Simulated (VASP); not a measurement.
# Ag (Fm-3m) in VASP: single point with PBE

Aim: the single point of Ag with PBE.

Everything below comes from runs of VASP 6.6.1. Logs are shortened: lines on timing, memory, paths and dates and some standing lists are left out, and cuts for length are marked.

**1. The cell of the first run**

It takes space group Fm-3m (No. 225, cubic). The conventional cell has a = 4.148 Å, b = 4.148 Å, c = 4.148 Å, α = 90.00°, β = 90.00°, γ = 90.00°. Ag (site symmetry m-3m) has 12 Ag at 2.93 Å within 3.9 Å.

**2. Single point, PBE**

Contents of INCAR:

```
SYSTEM = Ag
PREC = Accurate
ENCUT = 520
EDIFF = 1E-7
ISMEAR = 0
SIGMA = 0.1
LREAL = .False.
LASPH = .True.
NELM = 100
ALGO = Fast
ISIF = 2
LWAVE = .False.
LCHARG = .True.
GGA = PE
LELF = .True.
LVHAR = .True.
NBANDS = 12
```

Contents of KPOINTS:

```
regular mesh
0
Gamma
  34 34 34
  0 0 0
```

Contents of POSCAR:

```
Ag
1.0
    0.0000000000      2.0738776792      2.0738776792
    2.0738776792      0.0000000000      2.0738776792
    2.0738776792      2.0738776792      0.0000000000
Ag
1
Direct
    0.0000000000      0.0000000000      0.0000000000
```

Potentials or basis: VASP PAW PBE potentials, release 64 (Ag).

The run is started by

```
cat potpaw_PBE.64/Ag/POTCAR > POTCAR
mpirun -np 1 vasp_std > vasp.out
```

OUTCAR:

```text
SYSTEM = Ag
   PREC = Accurate
   ENCUT = 520
   EDIFF = 1E-7
   ISMEAR = 0
   LREAL = .False.
   LASPH = .True.
   NELM = 100
   ISIF = 2
   GGA = PE

 ion  position               nearest neighbor table
   1  0.000  0.000  0.000-

  LATTYP: Found a face centered cubic cell.
 ALAT       =     4.1477553584

  Lattice vectors:

 A1 = (   0.0000000000,   2.0738776792,   2.0738776792)
 A2 = (   2.0738776792,   0.0000000000,   2.0738776792)
 A3 = (   2.0738776792,   2.0738776792,   0.0000000000)

Analysis of symmetry for initial positions (statically):
=====================================================================
 Subroutine PRICEL returns:
 Original cell was already a primitive cell.

 Routine SETGRP: Setting up the symmetry group for a
 face centered cubic supercell.

 Subroutine GETGRP returns: Found 48 space group operations
 (whereof 48 operations were pure point group operations)
 out of a pool of 48 trial point group operations.

The static configuration has the point symmetry O_h .

Analysis of symmetry for dynamics (positions and initial velocities):
=====================================================================
 Subroutine PRICEL returns:
 Original cell was already a primitive cell.

 Routine SETGRP: Setting up the symmetry group for a
 face centered cubic supercell.

 Subroutine GETGRP returns: Found 48 space group operations
 (whereof 48 operations were pure point group operations)
 out of a pool of 48 trial point group operations.

The dynamic configuration has the point symmetry O_h .

 Subroutine INISYM returns: Found 48 space group operations
 (whereof 48 operations are pure point group operations),
 and found     1 'primitive' translations

----------------------------------------------------------------------------------------

                                     Primitive cell

  volume of cell :      17.8394

  direct lattice vectors                    reciprocal lattice vectors
     0.000000000  2.073877679  2.073877679    -0.241094258  0.241094258  0.241094258
     2.073877679  0.000000000  2.073877679     0.241094258 -0.241094258  0.241094258
     2.073877679  2.073877679  0.000000000     0.241094258  0.241094258 -0.241094258

  length of vectors
     2.932905941  2.932905941  2.932905941     0.417587504  0.417587504  0.417587504

  position of ions in fractional coordinates (direct lattice)
     0.000000000  0.000000000  0.000000000

  ion indices of the primitive-cell ions
   primitive index   ion index
                 1           1

----------------------------------------------------------------------------------------

 KPOINTS: regular mesh

Automatic generation of k-mesh.
 Grid dimensions read from file:
 generate k-points for:   34   34   34

 Generating k-lattice:

  Cartesian coordinates                     Fractional coordinates (reciprocal lattice)
    -0.007091008  0.007091008  0.007091008     0.029411765  0.000000000  0.000000000
     0.007091008 -0.007091008  0.007091008     0.000000000  0.029411765  0.000000000
     0.007091008  0.007091008 -0.007091008     0.000000000  0.000000000  0.029411765

  Length of vectors
     0.012281985  0.012281985  0.012281985

  Shift w.r.t. Gamma in fractional coordinates (k-lattice)
     0.000000000  0.000000000  0.000000000

 Subroutine IBZKPT returns following result:
 ===========================================

 Found   1059 irreducible k-points:

 Following reciprocal coordinates:
            Coordinates               Weight
  0.000000  0.000000  0.000000      1.000000
  0.029412  0.000000  0.000000      8.000000
  0.058824  0.000000  0.000000      8.000000
  0.088235  0.000000  0.000000      8.000000
  0.117647  0.000000  0.000000      8.000000
  0.147059  0.000000  0.000000      8.000000
[... 16 lines left out ...]
  0.147059  0.029412  0.000000     24.000000
  0.176471  0.029412  0.000000     24.000000
 [... further k-points ...]
   k-points           NKPTS =   1059   k-points in BZ     NKDIM =   1059   number of bands    NBANDS=     12
   number of dos      NEDOS =    301   number of ions     NIONS =      1
   total plane-waves  NPLWV =  13824
   dimension x,y,z NGX =    24 NGY =   24 NGZ =   24
   dimension x,y,z NGXF=    48 NGYF=   48 NGZF=   48
   ions per type =               1
   NGX,Y,Z   is equivalent  to a cutoff of  13.60, 13.60, 13.60 a.u.
   NGXF,Y,Z  is equivalent  to a cutoff of  27.21, 27.21, 27.21 a.u.
 SYSTEM =  Ag
   PREC   = accura    normal or accurate (medium, high low for compatibility)
   ISTART =      0    job   : 0-new  1-cont  2-samecut
   ICHARG =      2    charge: 1-file 2-atom 10-const
   ISPIN  =      1    spin polarized calculation?
   LNONCOLLINEAR =      F non collinear calculations
   LSORBIT =      F    spin-orbit coupling
   LASPH  =      T    aspherical Exc in radial PAW
   ENCUT  =  520.0 eV  38.22 Ry    6.18 a.u.   5.45  5.45  5.45*2*pi/ulx,y,z
   NELM   =    100;   NELMIN=  2; NELMDL= -5     # of ELM steps
   EDIFF  = 0.1E-06   stopping-criterion for ELM
   LREAL  =      F    real-space projection
   EDIFFG = 0.1E-05   stopping-criterion for IOM
   NSW    =      0    number of steps for IOM
   IBRION =     -1    ionic relax: 0-MD 1-quasi-New 2-CG
   NFREE  =      0    steps in history (QN), initial steepest desc. (CG)
   ISIF   =      2    stress and relaxation
   ISYM   =      2    0-nonsym 1-usesym 2-fastsym
   POTIM  = 0.5000    time-step for ionic-motion
   TEBEG  =    0.0;   TEEND  =   0.0 temperature during run
   PSTRESS=    0.0 pullay stress
   NELECT =      11.0000    total number of electrons
   NUPDOWN=      -1.0000    fix difference up-down
   EMIN   =  10.00;   EMAX   =-10.00  energy-range for DOS
   EFERMI =   0.00;   METHOD = LEGACY
   ISMEAR =     0;   SIGMA  =   0.10  broadening in eV -4-tet -1-fermi 0-gaus
   EFERMI_NEDOS =   21; number of points for ismear=-14 and -15
   IALGO  =     68    algorithm
   IMIX   =      4    mixing-type and parameters
     AMIX     =   0.40;   BMIX     =  1.00
     AMIX_MAG =   1.60;   BMIX_MAG =  1.00
  volume/ion in A,a.u.               =      17.84       120.39
  Fermi-wavevector in a.u.,A,eV,Ry     =   1.393411  2.633165 26.416996  1.941594
  Thomas-Fermi vector in A             =   2.517060
   LORBIT       =      0    0 simple, 1 ext, 2 COOP (PROOUT), +10 PAW based schemes
   GGA     = PE    functional components
   LHFCALC =     F    Hartree Fock is set to
   AEXX    =    0.0000 exact exchange contribution
   IVDW    =     0    specifies the selected vdW correction
   LEPSILON=     F    determine dielectric tensor
   LRPA    =     F    only Hartree local field effects (RPA)
 non-spin polarized calculation
 RMM-DIIS sequential band-by-band and
 Gauss-broadening in eV      SIGMA  =   0.10
  energy-cutoff  :      520.00
  volume of cell :       17.84
 maximum number of plane-waves:       531
 NGX is ok and might be reduce to    24
   NGX = 11   NGY = 11   NGZ = 11

 number of electron      11.0000000 magnetization

 Free energy of the ion-electron system (eV)
  ---------------------------------------------------
  ext. energy  EPLUGINS =         0.00000000
  ---------------------------------------------------
  free energy    TOTEN  =        -2.71804700 eV

  energy without entropy =       -2.71638896  energy(sigma->0) =       -2.71721798

 E-fermi :   7.8696     XC(G=0): -11.9417

 val. band max:        7.8645775207   @ k =  -0.2647   0.2647   0.0588
 cond. band min:       7.8723377842   @ k =  -0.3235   0.2059   0.0294
 fundamental gap:      0.0077602635
 Fermi energy:         7.8695776477

 k-point     1 :       0.0000    0.0000    0.0000
  band No.  band energies     occupation
      1       0.3759      2.00000
      2       3.1691      2.00000
      3       3.1691      2.00000
      4       3.1691      2.00000
      5       4.1228      2.00000
      6       4.1228      2.00000
      7      23.7366      0.00000
      8      27.0472      0.00000
      9      27.0472      0.00000
     10      27.0472      0.00000
     11      31.7473      0.00000
     12      32.6070      0.00000

 k-point     2 :       0.0294    0.0000    0.0000
  band No.  band energies     occupation
      1       0.4022      2.00000
      2       3.1632      2.00000
      3       3.1763      2.00000
      4       3.1763      2.00000
      5       4.1201      2.00000
      6       4.1201      2.00000
      7      23.7415      0.00000
      8      26.7778      0.00000
      9      27.0546      0.00000
     10      27.0546      0.00000
     11      31.8626      0.00000
     12      32.5882      0.00000

 k-point     3 :       0.0588    0.0000    0.0000
  band No.  band energies     occupation
      1       0.4804      2.00000
      2       3.1464      2.00000
      3       3.1972      2.00000
      4       3.1972      2.00000
      5       4.1124      2.00000
      6       4.1124      2.00000
      7      23.7392      0.00000
      8      26.1226      0.00000
      9      27.0750      0.00000
     10      27.0750      0.00000
     11      31.7204      0.00000
     12      32.5092      0.00000
[... 286 lines left out ...]
 k-point    23 :       0.1471    0.0294    0.0000
  band No.  band energies     occupation
      1       0.9392      2.00000
      2       3.0648      2.00000
      3       3.3059      2.00000
      4       3.3102      2.00000
      5       4.0447      2.00000
      6       4.1361      2.00000
      7      22.7615      0.00000
      8      24.6004      0.00000
      9      26.6200      0.00000
     10      27.5294      0.00000
     11      30.4103      0.00000
     12      31.9991      0.00000

 k-point    24 :       0.1765    0.0294    0.0000
  band No.  band energies     occupation
      1       1.1646      2.00000
      2       3.0593      2.00000
      3       3.3440      2.00000
      4       3.3458      2.00000
      5       4.0477      2.00000
      6       4.1529      2.00000
      7      21.7776      0.00000
      8      24.5095      0.00000
      9      26.5272      0.00000
     10      27.6867      0.00000
     11      29.9649      0.00000
     12      31.7547      0.00000

 [... further k-points ...]

------------------------ aborting loop because EDIFF is reached ----------------------------------------

  FORCE on cell =-STRESS in cart. coord.  units (eV):
  Direction    XX          YY          ZZ          XY          YZ          ZX
  --------------------------------------------------------------------------------------
  -------------------------------------------------------------------------------------
  Total       -0.0116411     -0.0116411     -0.0116411     -0.0000000     -0.0000000      0.0000000
  in kB       -1.0455026     -1.0455026     -1.0455026     -0.0000000     -0.0000000      0.0000000
  external PRESSURE =      -1.0455026 kB  Pullay stress =       0.0000000 kB

 VOLUME and BASIS-vectors are now :
 -----------------------------------------------------------------------------
  energy-cutoff  :      520.00
  volume of cell :       17.84
      direct lattice vectors                 reciprocal lattice vectors
     0.000000000  2.073877679  2.073877679    -0.241094258  0.241094258  0.241094258
     2.073877679  0.000000000  2.073877679     0.241094258 -0.241094258  0.241094258
     2.073877679  2.073877679  0.000000000     0.241094258  0.241094258 -0.241094258

 POSITION                                       TOTAL-FORCE (eV/Angst)
 -----------------------------------------------------------------------------------
      0.00000      0.00000      0.00000         0.000000      0.000000      0.000000
 -----------------------------------------------------------------------------------
    total drift:                                0.000000     -0.000000     -0.000000

  FREE ENERGIE OF THE ION-ELECTRON SYSTEM (eV)
  ---------------------------------------------------
  free  energy   TOTEN  =        -2.7180470017 eV

  energy  without entropy=       -2.7163889565  energy(sigma->0) =       -2.71721798
```

Wall time 2.2 min (1 thread of Intel Xeon Platinum 8488C (Sapphire Rapids), shared host); peak memory 0.34 GiB.

What came out:

```yaml
Free_energy: -2.7180 eV
Pressure: -0.1 GPa
```
